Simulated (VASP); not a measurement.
Write the native input for VASP 6.6.1 that does the following.

```yaml
Task: single point
Functional: r2SCAN
Potentials_or_basis: VASP PAW PBE potentials, release 64 (Mo_sv, Se)
Cutoff: 550 eV
k_mesh: 9 × 9 × 2
Occupations: fermi-dirac, width 0.0386 eV
Spin: no spin polarisation
Dipole_correction: no
Further_INCAR_settings: ALGO = Normal; EDIFF = 1e-06; NBANDS = 35
```

MoSe2:

```
Mo Se
1.0
     1.66527    2.88433    0.00000
    -1.66527    2.88433    0.00000
     0.00000    0.00000   13.21614
Mo Se
2 4
Direct
  0.33330 0.33340 0.25000
  0.66660 0.66670 0.75000
  0.33330 0.33340 0.62500
  0.66660 0.66670 0.12500
  0.33330 0.33340 0.87500
  0.66670 0.66670 0.37500
```

These files were run (other wordings do the same):

POSCAR

```
MoSe2
1.0
    1.6652680000      2.8843250000      0.0000000000
   -1.6652680000      2.8843250000      0.0000000000
    0.0000000000      0.0000000000     13.2161390000
Mo Se
2 4
Direct
    0.3333000000      0.3334000000      0.2500000000
    0.6666000000      0.6667000000      0.7500000000
    0.3333000000      0.3334000000      0.6250000000
    0.6666000000      0.6667000000      0.1250000000
    0.3333000000      0.3334000000      0.8750000000
    0.6667000000      0.6667000000      0.3750000000
```

INCAR.step1

```
ALGO = Normal
EDIFF = 1E-5
ENCUT = 550
GGA = PE
GGA_COMPAT = F
ISMEAR = -1
LASPH = T
LCHARG = F
LREAL = F
LWAVE = T
NBANDS = 35
NELM = 120
PREC = Accurate
SIGMA = 0.0386
```

INCAR.step2

```
ALGO = Normal
EDIFF = 1E-6
ENCUT = 550
GGA_COMPAT = F
ISIF = 2
ISMEAR = -1
ISTART = 1
LASPH = T
LCHARG = F
LMIXTAU = T
LREAL = F
LWAVE = F
METAGGA = R2SCAN
NBANDS = 35
NELM = 120
PREC = Accurate
SIGMA = 0.0386
```

KPOINTS

```
k-points
0
Gamma
  9 9 2
```

Potentials or basis: VASP PAW PBE potentials, release 64 (Mo_sv, Se).

Command:

```sh
$ cat potpaw_PBE.64/Mo_sv/POTCAR potpaw_PBE.64/Se/POTCAR > POTCAR
$ cp INCAR.step1 INCAR
$ mpirun -np 1 vasp_std > vasp.out
$ cp INCAR.step2 INCAR
$ mpirun -np 1 vasp_std > vasp.out
```

Results of the run:

```json
{
  "Pressure": "-0.1 GPa",
  "Largest force": "0.033 eV/Å",
  "Band gap on the k mesh": "1.07 eV (least direct gap 1.43 eV)"
}
```

Caveat: the PAW data sets were made with another functional, which shifts forces and pressure a little; an odd mesh through Γ misses points on the zone boundary, where band edges can lie.

It took 16 min on 1 thread of Intel(R) Xeon(R) 6975P-C (Granite Rapids), with other jobs on the host, peak memory 0.52 GiB.
